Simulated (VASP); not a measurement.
# AlN (Fm-3m) in VASP: a series of runs

The runs below take AlN through single point, with LDA.

All numbers are computed with VASP 6.6.1; they aren't measurements. Logs are shortened: lines on timing, memory, paths and dates and some standing lists are left out, and cuts for length are marked.

### Step 1. The cell of the first run

Symmetry: Fm-3m, No. 225, cubic system. The conventional cell has a = 3.875 Å, b = 3.875 Å, c = 3.875 Å, α = 90.00°, β = 90.00°, γ = 90.00°. Within 2.6 Å of Al (site symmetry m-3m) lie 6 N at 1.94 Å. Within 2.6 Å of N (site symmetry m-3m) lie 6 Al at 1.94 Å.

### Step 2. Single point, LDA (volume scaled by 0.94)

INCAR

```
SYSTEM = AlN
ALGO     = Normal         ! electronic algorithm
EDIFF    = 1E-6           ! SCF threshold, eV
ENCUT    = 520            ! plane-wave cutoff, eV
GGA      = CA             ! functional
ISIF     = 2              ! what is computed and relaxed
ISMEAR   = -1             ! smearing method
LASPH    = .True.         ! aspherical terms in the spheres
LCHARG   = .False.        ! write CHGCAR
LREAL    = .False.        ! projectors in reciprocal space
LWAVE    = .False.        ! write WAVECAR
NBANDS   = 11             ! bands
NELM     = 100            ! most SCF steps
PREC     = Accurate       ! precision mode
SIGMA    = 0.01           ! smearing width, eV
```

KPOINTS

```
k-points
0
Gamma
  12 12 12
  0 0 0
```

POSCAR

```
AlN
1.0
    0.0000000000      1.9376213230      1.9376213230
    1.9376213230      0.0000000000      1.9376213230
    1.9376213230      1.9376213230      0.0000000000
Al N
1 1
Direct
    0.0000000000      0.0000000000      0.0000000000
    0.5000000000      0.5000000000      0.5000000000
```

Potentials or basis: VASP PAW LDA potentials, release 64 (Al, N).

Run with:

```bash
cat potpaw_LDA.64/Al/POTCAR potpaw_LDA.64/N/POTCAR > POTCAR
mpirun -np 1 vasp_std > vasp.out
```

OUTCAR:

```text
SYSTEM = AlN
   EDIFF = 1E-6
   ENCUT = 520
   GGA = CA
   ISIF = 2
   ISMEAR = -1
   LASPH = .True.
   LREAL = .False.
   NELM = 100
   PREC = Accurate

 ion  position               nearest neighbor table
   1  0.000  0.000  0.000-   2 1.94   2 1.94   2 1.94   2 1.94   2 1.94   2 1.94
   2  0.500  0.500  0.500-   1 1.94   1 1.94   1 1.94   1 1.94   1 1.94   1 1.94

  LATTYP: Found a face centered cubic cell.
 ALAT       =     3.8752426460

  Lattice vectors:

 A1 = (   0.0000000000,   1.9376213230,   1.9376213230)
 A2 = (   1.9376213230,   0.0000000000,   1.9376213230)
 A3 = (   1.9376213230,   1.9376213230,   0.0000000000)

Analysis of symmetry for initial positions (statically):
=====================================================================
 Subroutine PRICEL returns:
 Original cell was already a primitive cell.

 Routine SETGRP: Setting up the symmetry group for a
 face centered cubic supercell.

 Subroutine GETGRP returns: Found 48 space group operations
 (whereof 48 operations were pure point group operations)
 out of a pool of 48 trial point group operations.

The static configuration has the point symmetry O_h .

Analysis of symmetry for dynamics (positions and initial velocities):
=====================================================================
 Subroutine PRICEL returns:
 Original cell was already a primitive cell.

 Routine SETGRP: Setting up the symmetry group for a
 face centered cubic supercell.

 Subroutine GETGRP returns: Found 48 space group operations
 (whereof 48 operations were pure point group operations)
 out of a pool of 48 trial point group operations.

The dynamic configuration has the point symmetry O_h .

 Subroutine INISYM returns: Found 48 space group operations
 (whereof 48 operations are pure point group operations),
 and found     1 'primitive' translations

----------------------------------------------------------------------------------------

                                     Primitive cell

  volume of cell :      14.5491

  direct lattice vectors                    reciprocal lattice vectors
     0.000000000  1.937621323  1.937621323    -0.258048358  0.258048358  0.258048358
     1.937621323  0.000000000  1.937621323     0.258048358 -0.258048358  0.258048358
     1.937621323  1.937621323  0.000000000     0.258048358  0.258048358 -0.258048358

  length of vectors
     2.740210354  2.740210354  2.740210354     0.446952866  0.446952866  0.446952866

  position of ions in fractional coordinates (direct lattice)
     0.000000000  0.000000000  0.000000000
[... 81 lines left out ...]
   NSW    =      0    number of steps for IOM
   IBRION =     -1    ionic relax: 0-MD 1-quasi-New 2-CG
   NFREE  =      0    steps in history (QN), initial steepest desc. (CG)
   ISIF   =      2    stress and relaxation
   ISYM   =      2    0-nonsym 1-usesym 2-fastsym
   POTIM  = 0.5000    time-step for ionic-motion
   TEBEG  =    0.0;   TEEND  =   0.0 temperature during run
   PSTRESS=    0.0 pullay stress
   NELECT =       8.0000    total number of electrons
   NUPDOWN=      -1.0000    fix difference up-down
   EMIN   =  10.00;   EMAX   =-10.00  energy-range for DOS
   EFERMI =   0.00;   METHOD = LEGACY
   ISMEAR =    -1;   SIGMA  =   0.01  broadening in eV -4-tet -1-fermi 0-gaus
   EFERMI_NEDOS =   21; number of points for ismear=-14 and -15
   IALGO  =     38    algorithm
   IMIX   =      4    mixing-type and parameters
     AMIX     =   0.40;   BMIX     =  1.00
     AMIX_MAG =   1.60;   BMIX_MAG =  1.00
  volume/ion in A,a.u.               =       7.27        49.09
  Fermi-wavevector in a.u.,A,eV,Ry     =   1.341197  2.534495 24.474289  1.798810
  Thomas-Fermi vector in A             =   2.469450
   LORBIT       =      0    0 simple, 1 ext, 2 COOP (PROOUT), +10 PAW based schemes
   GGA     = CA    functional components
   LHFCALC =     F    Hartree Fock is set to
   AEXX    =    0.0000 exact exchange contribution
   IVDW    =     0    specifies the selected vdW correction
   LEPSILON=     F    determine dielectric tensor
   LRPA    =     F    only Hartree local field effects (RPA)
 non-spin polarized calculation
  energy-cutoff  :      520.00
  volume of cell :       14.55
 maximum number of plane-waves:       403
   NGX = 11   NGY = 11   NGZ = 11

 number of electron       8.0000000 magnetization

 Free energy of the ion-electron system (eV)
  ---------------------------------------------------
  ext. energy  EPLUGINS =         0.00000000
  ---------------------------------------------------
  free energy    TOTEN  =       -16.06209038 eV

  energy without entropy =      -16.06209038  energy(sigma->0) =      -16.06209038

 E-fermi :  11.7037     XC(G=0): -13.1824

 val. band max:       11.4606204099   @ k =   0.0000   0.0000   0.0000
 cond. band min:      16.3905940186   @ k =   0.5000   0.5000   0.0000
 fundamental gap:      4.9299736087
 Fermi energy:        11.7036581463

 k-point     1 :       0.0000    0.0000    0.0000
  band No.  band energies     occupation
      1      -7.1664      2.00000
      2      11.4606      2.00000
      3      11.4606      2.00000
      4      11.4606      2.00000
      5      19.1976      0.00000
      6      23.8665      0.00000
      7      23.8665      0.00000
      8      23.8665      0.00000
      9      29.4530      0.00000
     10      30.0328      0.00000
     11      30.0328      0.00000
[... 309 lines left out ...]
 k-point    24 :      -0.4167    0.1667    0.0000
  band No.  band energies     occupation
      1      -2.9836      2.00000
      2       2.9141      2.00000
      3       8.0018      2.00000
      4       9.7580      2.00000
      5      19.7774      0.00000
      6      21.9060      0.00000
      7      24.5509      0.00000
      8      25.5663      0.00000
      9      31.1854      0.00000
     10      32.3756      0.00000
     11      33.0484      0.00000

 [... further k-points ...]
[... 5 lines left out ...]
  --------------------------------------------------------------------------------------
  -------------------------------------------------------------------------------------
  Total        3.2789907      3.2789907      3.2789907      0.0000000      0.0000000      0.0000000
  in kB      361.0888363    361.0888363    361.0888363      0.0000000      0.0000000      0.0000000
  external PRESSURE =     361.0888363 kB  Pullay stress =       0.0000000 kB

 VOLUME and BASIS-vectors are now :
 -----------------------------------------------------------------------------
  energy-cutoff  :      520.00
  volume of cell :       14.55
      direct lattice vectors                 reciprocal lattice vectors
     0.000000000  1.937621323  1.937621323    -0.258048358  0.258048358  0.258048358
     1.937621323  0.000000000  1.937621323     0.258048358 -0.258048358  0.258048358
     1.937621323  1.937621323  0.000000000     0.258048358  0.258048358 -0.258048358

 POSITION                                       TOTAL-FORCE (eV/Angst)
 -----------------------------------------------------------------------------------
      0.00000      0.00000      0.00000        -0.000000      0.000000     -0.000000
      1.93762      1.93762      1.93762         0.000000     -0.000000      0.000000
 -----------------------------------------------------------------------------------
    total drift:                                0.000000      0.000000      0.000000

  FREE ENERGIE OF THE ION-ELECTRON SYSTEM (eV)
  ---------------------------------------------------
  free  energy   TOTEN  =       -16.0620903809 eV

  energy  without entropy=      -16.0620903809  energy(sigma->0) =      -16.06209038
```

stdout:

```text
POSCAR found type information on POSCAR AlN
 POSCAR found :  2 types and       2 ions
 scaLAPACK will be used
 LDA part: xc-table for (Slater(with rela. corr.)+CA(PZ))
 , standard interpolation
 POSCAR, INCAR and KPOINTS ok, starting setup
 FFT: planning ... GRIDC
 FFT: planning ... GRID_SOFT
 FFT: planning ... GRID
 WAVECAR not read
 entering main loop
```

It took 10 s on 1 thread of Intel Xeon 6975P-C, shared host; peak memory 0.12 GiB.

What came out:

- Free energy: -16.0621 eV
- Pressure: 36.1 GPa
- Band gap on the k mesh: 4.93 eV, indirect (least direct gap 7.74 eV)

Caveat: the cell differs from its parent crystal (volume scaled by 0.94). A k mesh can miss the band edges.

### Step 3. Single point, LDA

This run uses another cell than the first one, of 7.74 Å³/atom, 1.064 times its volume.

INCAR

```
ALGO = Normal
EDIFF = 1E-6
ENCUT = 520
GGA = CA
ISIF = 2
ISMEAR = -1
LASPH = T
LCHARG = T
LELF = T
LREAL = F
LVHAR = T
LWAVE = F
NBANDS = 11
NELM = 60
PREC = Accurate
SIGMA = 0.01
```

KPOINTS

```
k-points
0
Gamma
  12 12 12
```

POSCAR

```
AlN
1.0
    0.0000000000      1.9780000000      1.9780000000
    1.9780000000      0.0000000000      1.9780000000
    1.9780000000      1.9780000000      0.0000000000
Al N
1 1
Direct
    0.0000000000      0.0000000000      0.0000000000
    0.5000000000      0.5000000000      0.5000000000
```

Potentials or basis: VASP PAW LDA potentials, release 64 (Al, N).

Run with:

```bash
cat potpaw_LDA.64/Al/POTCAR potpaw_LDA.64/N/POTCAR > POTCAR
mpirun -np 1 vasp_std > vasp.out
```

Wall time 12 s (1 thread of Intel Xeon 6975P-C, shared host); peak memory 0.13 GiB.

The run converged. Its results:

```
Free energy            : -16.2027 eV
Pressure               : 13.2 GPa
Band gap on the k mesh : 5.07 eV, indirect (least direct gap 6.75 eV)
```

Levels at points of the mesh, in eV from the valence-band top:
| k point | band 2 | band 3 | band 4 | band 5 | band 6 | band 7 |
| --- | --- | --- | --- | --- | --- | --- |
| (0.00, 0.00, 0.00) | 0.00 | 0.00 | 0.00 | 6.75 | 12.22 | 12.22 |
| (0.50, 0.00, 0.00) | -8.78 | -1.21 | -1.21 | 6.55 | 11.34 | 11.34 |
| (0.50, 0.50, 0.00) | -7.87 | -2.99 | -2.99 | 5.07 | 5.11 | 14.70 |

### Step 4. Single point, LDA (volume scaled by 0.98)

INCAR

```
SYSTEM = AlN
PREC     = Accurate       ! precision mode
ENCUT    = 520            ! plane-wave cutoff, eV
EDIFF    = 1E-6           ! SCF threshold, eV
ISMEAR   = -1             ! smearing method
SIGMA    = 0.01           ! smearing width, eV
LREAL    = .FALSE.        ! projectors in reciprocal space
LASPH    = .TRUE.         ! aspherical terms in the spheres
NELM     = 80             ! most SCF steps
ALGO     = Normal         ! electronic algorithm
ISIF     = 2              ! what is computed and relaxed
LWAVE    = .FALSE.        ! write WAVECAR
LCHARG   = .FALSE.        ! write CHGCAR
GGA      = CA             ! functional
NBANDS   = 11             ! bands
```

KPOINTS

```
regular mesh
0
G
  12 12 12
  0 0 0
```

POSCAR

```
AlN
1.0
    0.0000000000      1.9647244322      1.9647244322
    1.9647244322      0.0000000000      1.9647244322
    1.9647244322      1.9647244322      0.0000000000
Al N
1 1
Direct
    0.0000000000      0.0000000000      0.0000000000
    0.5000000000      0.5000000000      0.5000000000
```

Run with:

```bash
cat potpaw_LDA.64/Al/POTCAR potpaw_LDA.64/N/POTCAR > POTCAR
mpirun -np 1 vasp_std > vasp.out
```

It took 10 s on 1 thread of Intel Xeon 6975P-C, shared host; peak memory 0.13 GiB.

The run converged. Its results:

```
Free energy            : -16.1703 eV
Pressure               : 20.1 GPa
Band gap on the k mesh : 5.03 eV, indirect (least direct gap 7.07 eV)
```

Levels at points of the mesh, in eV from the valence-band top:
```csv
k point,band 2,band 3,band 4,band 5,band 6,band 7
"(0.00, 0.00, 0.00)",0.00,0.00,0.00,7.07,12.28,12.28
"(0.50, 0.00, 0.00)",-8.92,-1.25,-1.25,6.68,11.51,11.51
"(0.50, 0.50, 0.00)",-8.01,-3.04,-3.04,5.03,5.31,14.96
```

Caveat: the cell differs from its parent crystal (volume scaled by 0.98).

### Step 5. Single point, LDA (volume scaled by 1.01)

INCAR

```
SYSTEM = AlN
  PREC = Accurate
  ENCUT = 520
  EDIFF = 1E-7
  ISMEAR = -1
  SIGMA = 0.01
  LREAL = .False.
  LASPH = .True.
  NELM = 60
  ALGO = Normal
  ISIF = 2
  LWAVE = .False.
  LCHARG = .False.
  GGA = CA
  NBANDS = 11
```

KPOINTS

```
Automatic mesh
0
Gamma
  12 12 12
  0 0 0
```

POSCAR

```
AlN
1.0
    0.0000000000      1.9845714768      1.9845714768
    1.9845714768      0.0000000000      1.9845714768
    1.9845714768      1.9845714768      0.0000000000
Al N
1 1
Direct
    0.0000000000      0.0000000000      0.0000000000
    0.5000000000      0.5000000000      0.5000000000
```

Run with:

```bash
cat potpaw_LDA.64/Al/POTCAR potpaw_LDA.64/N/POTCAR > POTCAR
mpirun -np 1 vasp_std > vasp.out
```

It took 14 s on 1 thread of Intel Xeon 6975P-C, shared host; peak memory 0.13 GiB.

Results (log left out):

```
Free energy            : -16.2140 eV
Pressure               : 10.0 GPa
Band gap on the k mesh : 5.01 eV, indirect (least direct gap 6.60 eV)
```

Levels at points of the mesh, in eV from the valence-band top:
```csv
k point,band 2,band 3,band 4,band 5,band 6,band 7
"(0.00, 0.00, 0.00)",0.00,0.00,0.00,6.60,12.19,12.19
"(0.50, 0.00, 0.00)",-8.71,-1.19,-1.19,6.48,11.26,11.26
"(0.50, 0.50, 0.00)",-7.80,-2.96,-2.96,5.01,5.09,14.58
```

Caveat: the cell differs from its parent crystal (volume scaled by 1.01). A k mesh can miss the band edges.

### Step 6. Single point, LDA (volume scaled by 0.96)

INCAR

```
PREC = Accurate ; ENCUT = 520
EDIFF = 1E-6 ; ISMEAR = -1
SIGMA = 0.01 ; LREAL = False
LASPH = True ; NELM = 100
ALGO = Normal ; ISIF = 2
LWAVE = False ; LCHARG = True
GGA = CA ; LELF = True
LVHAR = True ; NBANDS = 11
```

KPOINTS

```
Automatic mesh
0
Gamma
  12 12 12
```

POSCAR

```
AlN
1.0
    0.0000000000      1.9512669932      1.9512669932
    1.9512669932      0.0000000000      1.9512669932
    1.9512669932      1.9512669932      0.0000000000
Al N
1 1
Direct
    0.0000000000      0.0000000000      0.0000000000
    0.5000000000      0.5000000000      0.5000000000
```

Potentials or basis: VASP PAW LDA potentials, release 64 (Al, N).

Run with:

```bash
cat potpaw_LDA.64/Al/POTCAR potpaw_LDA.64/N/POTCAR > POTCAR
mpirun -np 1 vasp_std > vasp.out
```

Run time: 15 s. Hardware: 1 thread of Intel Xeon 6975P-C, shared host; peak memory 0.13 GiB.

The run converged. Its results:

| Property | Result |
| --- | --- |
| Free energy | -16.1239 eV |
| Pressure | 27.7 GPa |
| Band gap on the k mesh | 4.98 eV, indirect (least direct gap 7.39 eV) |

Levels at points of the mesh, in eV from the valence-band top:
| k point | band 1 | band 2 | band 3 | band 4 | band 5 | band 6 | band 7 | band 8 |
| --- | --- | --- | --- | --- | --- | --- | --- | --- |
| (0.00, 0.00, 0.00) | -18.42 | 0.00 | 0.00 | 0.00 | 7.39 | 12.34 | 12.34 | 12.34 |
| (0.50, 0.00, 0.00) | -14.64 | -9.06 | -1.30 | -1.30 | 6.82 | 11.68 | 11.68 | 14.71 |
| (0.50, 0.50, 0.00) | -13.47 | -8.16 | -3.10 | -3.10 | 4.98 | 5.53 | 15.23 | 18.71 |

Caveat: the cell differs from its parent crystal (volume scaled by 0.96).

### Step 7. Overview

| cell | gap on the mesh (eV) | pressure (GPa) |
| --- | --- | --- |
| a = 2.740 Å, angles 60.0°, 2 atoms | 4.93 | 36.1 |
| a = 2.797 Å, angles 60.0°, 2 atoms | 5.07 | 13.2 |
| a = 2.779 Å, angles 60.0°, 2 atoms | 5.03 | 20.1 |
| a = 2.807 Å, angles 60.0°, 2 atoms | 5.01 | 10.0 |
| a = 2.760 Å, angles 60.0°, 2 atoms | 4.98 | 27.7 |

Alike in all rows: task single point; level LDA; potentials or basis VASP PAW LDA potentials, release 64 (Al, N); no spin polarisation; k mesh 12 × 12 × 12; cutoff (eV) 520; smearing fermi-dirac 0.01 eV.

Absolute energies hang on the potentials; compare differences alone.
